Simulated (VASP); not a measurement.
# ZrB (Fm-3m) in VASP: settings compared, part 2 of 2

VASP 6.6.1. Earlier steps stand in the parts before.

### Step 3. Single point, LDA, non-collinear spin, zero start, spin-orbit coupling

File INCAR:

```
PREC = Accurate ; ENCUT = 520
EDIFF = 1E-6 ; ISMEAR = -1
SIGMA = 0.05 ; LREAL = F
LASPH = T ; NELM = 150
ALGO = Normal ; ISIF = 2
LWAVE = F ; LCHARG = F
LNONCOLLINEAR = T ; MAGMOM = 0 0 0 0 0 0
LORBIT = 11 ; LSORBIT = T
GGA_COMPAT = F ; LORBMOM = T
LMAXMIX = 4 ; NBANDS = 27
```

File KPOINTS:

```
regular mesh
0
Gamma
  7 7 7
```

File POSCAR:

```
ZrB
1.0
    0.0000000000      2.3250000000      2.3250000000
    2.3250000000      0.0000000000      2.3250000000
    2.3250000000      2.3250000000      0.0000000000
Zr B
1 1
Direct
    0.0000000000      0.0000000000      0.0000000000
    0.5000000000      0.5000000000      0.5000000000
```

Potentials or basis: VASP PAW LDA potentials, release 64 (Zr_sv, B).

Started as:

```console
cat potpaw_LDA.64/Zr_sv/POTCAR potpaw_LDA.64/B/POTCAR > POTCAR
mpirun -np 1 vasp_ncl > vasp.out
```

OUTCAR:

```text
PREC = Accurate
   ENCUT = 520
   EDIFF = 1E-6
   ISMEAR = -1
   LREAL = F
   LASPH = T
   NELM = 150
   ISIF = 2
   LNONCOLLINEAR = T
   LORBIT = 11
   LSORBIT = T

 ion  position               nearest neighbor table
   1  0.000  0.000  0.000-   2 2.33   2 2.33   2 2.33   2 2.33   2 2.33   2 2.33
   2  0.500  0.500  0.500-   1 2.33   1 2.33   1 2.33   1 2.33   1 2.33   1 2.33

  LATTYP: Found a face centered cubic cell.
 ALAT       =     4.6500000000

  Lattice vectors:

 A1 = (   0.0000000000,   2.3250000000,   2.3250000000)
 A2 = (   2.3250000000,   0.0000000000,   2.3250000000)
 A3 = (   2.3250000000,   2.3250000000,   0.0000000000)

Analysis of symmetry for initial positions (statically):
=====================================================================
 Subroutine PRICEL returns:
 Original cell was already a primitive cell.

 Routine SETGRP: Setting up the symmetry group for a
 face centered cubic supercell.

 Subroutine GETGRP returns: Found 48 space group operations
 (whereof 48 operations were pure point group operations)
 out of a pool of 48 trial point group operations.

[... 857 lines left out ...]
     0.0000000     0.0000000     0.0000000     0.0000000     0.0000000     0.0000000     0.0000000
     0.0000000     0.0000000     0.0000000     0.0000000     0.0000000     0.0000000     0.0000000
     0.0000000     0.0000000     0.0000000     0.0000000     0.0000000     0.0000000     0.0000000
     0.0000000     0.0000000     0.0000000     0.0000000     0.0000000     0.0000000     0.0000000
     0.0000000     0.0000000     0.0000000     0.0000000     0.0000000     0.0000000     0.0000000

 Ion:    2  E_soc:      0.0000174
 l=   1
     0.0000000     0.0000029     0.0000029
     0.0000029     0.0000000     0.0000029
     0.0000029     0.0000029     0.0000000
 l=   2
     0.0000000     0.0000000     0.0000000     0.0000000     0.0000000
     0.0000000     0.0000000     0.0000000     0.0000000     0.0000000
     0.0000000     0.0000000     0.0000000     0.0000000     0.0000000
     0.0000000     0.0000000     0.0000000     0.0000000     0.0000000
     0.0000000     0.0000000     0.0000000     0.0000000     0.0000000
 l=   3
     0.0000000     0.0000000     0.0000000     0.0000000     0.0000000     0.0000000     0.0000000
     0.0000000     0.0000000     0.0000000     0.0000000     0.0000000     0.0000000     0.0000000
     0.0000000     0.0000000     0.0000000     0.0000000     0.0000000     0.0000000     0.0000000
     0.0000000     0.0000000     0.0000000     0.0000000     0.0000000     0.0000000     0.0000000
     0.0000000     0.0000000     0.0000000     0.0000000     0.0000000     0.0000000     0.0000000
     0.0000000     0.0000000     0.0000000     0.0000000     0.0000000     0.0000000     0.0000000
     0.0000000     0.0000000     0.0000000     0.0000000     0.0000000     0.0000000     0.0000000

 total charge

# of ion       s       p       d       tot
------------------------------------------
    1        2.214   6.049   1.874  10.136
    2        0.802   1.110   0.000   1.912
--------------------------------------------------
tot          3.016   7.159   1.874  12.049

 magnetization (x)

# of ion       s       p       d       tot
------------------------------------------
    1        0.000   0.000   0.000   0.000
    2        0.000  -0.000   0.000  -0.000
--------------------------------------------------
tot          0.000  -0.000   0.000   0.000

 magnetization (y)

# of ion       s       p       d       tot
------------------------------------------
    1        0.000   0.000   0.000   0.000
    2       -0.000   0.000   0.000   0.000
--------------------------------------------------
tot          0.000   0.000   0.000   0.000

 magnetization (z)

# of ion       s       p       d       tot
------------------------------------------
    1       -0.000  -0.000   0.000  -0.000
    2       -0.000   0.000   0.000   0.000
--------------------------------------------------
tot         -0.000  -0.000   0.000  -0.000
```

stdout:

```text
POSCAR found type information on POSCAR ZrB
 POSCAR found :  2 types and       2 ions
 scaLAPACK will be used
 LDA part: xc-table for (Slater(with rela. corr.)+CA(PZ))
 , standard interpolation
 POSCAR, INCAR and KPOINTS ok, starting setup
 FFT: planning ... GRIDC
 FFT: planning ... GRID_SOFT
 FFT: planning ... GRID
 WAVECAR not read
 entering main loop
```

Wall time 36 s (1 thread of Intel Xeon 8259CL, shared host); peak memory 0.18 GiB.

What came out:

```
Free energy                                           : -17.3621 eV
Pressure                                              : 25.4 GPa
Net moment                                            : 0.00 μB per cell
Valence electrons inside the program's atomic spheres : Zr 10.14; B 1.91
```

Moments on the atoms (μB; x, y, z):
```
Zr  0.00 0.00 0.00
B   0.00 0.00 0.00
```

Caveat: the cell stands under pressure.

### Step 4. Single point, PBEsol, non-collinear spin, zero start, spin-orbit coupling

File INCAR:

```
ALGO = Normal
EDIFF = 1E-6
ENCUT = 520
GGA = PS
GGA_COMPAT = F
ISIF = 2
ISMEAR = -1
LASPH = T
LCHARG = F
LMAXMIX = 4
LORBIT = 11
LORBMOM = T
LREAL = F
LSORBIT = T
LWAVE = F
MAGMOM = 0 0 0 0 0 0
NBANDS = 27
NELM = 150
PREC = Accurate
SIGMA = 0.05
```

File KPOINTS:

```
k-points
0
Gamma
  7 7 7
```

POSCAR is that of step 3.

Potentials or basis: VASP PAW PBE potentials, release 64 (Zr_sv, B).

Started as:

```console
cat potpaw_PBE.64/Zr_sv/POTCAR potpaw_PBE.64/B/POTCAR > POTCAR
mpirun -np 1 vasp_ncl > vasp.out
```

Run time: 42 s. Hardware: 1 thread of Intel Xeon 8259CL, shared host; peak memory 0.2 GiB.

Results (log left out):

```yaml
Free_energy: -16.6828 eV
Pressure: 29.4 GPa
Net_moment: 0.00 μB per cell
Valence_electrons_inside_the_program's_atomic_spheres: Zr 10.12; B 1.90
```

Moments on the atoms (μB; x, y, z):
```
Zr  0.00 0.00 0.00
B   0.00 0.00 0.00
```

Caveat: the cell stands under pressure; the PAW data sets were made with another functional, which shifts forces and pressure a little.

### Step 5. Summary

```tsv
task	level	potentials or basis	spin	cell	k mesh	cutoff (eV)	pressure (GPa)	moment (μB)
relaxation of cell and atoms	RPBE	VASP PAW PBE potentials, release 64 (Zr_sv, B)	off	relaxed	10 × 10 × 10	600	0.0	-
single point	LDA	VASP PAW LDA potentials, release 64 (Zr_sv, B)	non-collinear, zero start, SOC	as given	7 × 7 × 7	520	25.4	0.00
single point	PBEsol	VASP PAW PBE potentials, release 64 (Zr_sv, B)	non-collinear, zero start, SOC	as given	7 × 7 × 7	520	29.4	0.00
```

Alike in all rows: smearing fermi-dirac 0.05 eV.

Caveats: the PAW data sets were made with another functional, which shifts forces and pressure a little (at least some runs); the cell stands under pressure (at least some runs).

Absolute energies hang on the potentials; compare differences alone.
